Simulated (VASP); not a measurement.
**CsH: single point with PBEsol**

The system is CsH.

```xyz
2
Lattice="0.0000 2.5356 2.5356 2.5356 0.0000 2.5356 2.5356 2.5356 0.0000" Properties=species:S:1:pos:R:3 pbc="T T T"
Cs    0.0000    0.0000    0.0000
H     2.5356    2.5356    2.5356
```

```
Program             : VASP 6.6.1
Task                : single point
Functional          : PBEsol
Potentials or basis : VASP PAW PBE potentials, release 64 (Cs_sv, H)
Cutoff              : 520 eV
k mesh              : 6 × 6 × 6
Occupations         : gaussian, width 0.02 eV
Spin                : no spin polarisation
```

* Pressure: 21.2 GPa
* Band gap on the k mesh: 0.27 eV (least direct gap 0.50 eV)

Levels at points of the mesh, in eV from the valence-band top:
| k point | band 2 | band 3 | band 4 | band 5 | band 6 | band 7 | band 8 | band 9 |
| --- | --- | --- | --- | --- | --- | --- | --- | --- |
| (0.00, 0.00, 0.00) | -7.85 | -7.85 | -7.85 | -3.19 | 4.23 | 4.23 | 4.23 | 7.85 |
| (0.50, 0.00, 0.00) | -12.27 | -8.33 | -8.33 | 0.00 | 0.50 | 3.44 | 3.44 | 9.49 |
| (0.50, 0.50, 0.00) | -11.56 | -9.33 | -9.33 | -4.46 | 0.27 | 9.60 | 11.01 | 11.37 |

Wall time 17 s on 1 thread of Intel Xeon 8259CL, on a shared host, peak memory 0.15 GiB.

Caveat: the cell stands under pressure; the PAW data sets were made with another functional, which shifts forces and pressure a little; spin-orbit coupling is left out, which moves the levels of the heavy elements. A k mesh can miss the band edges.
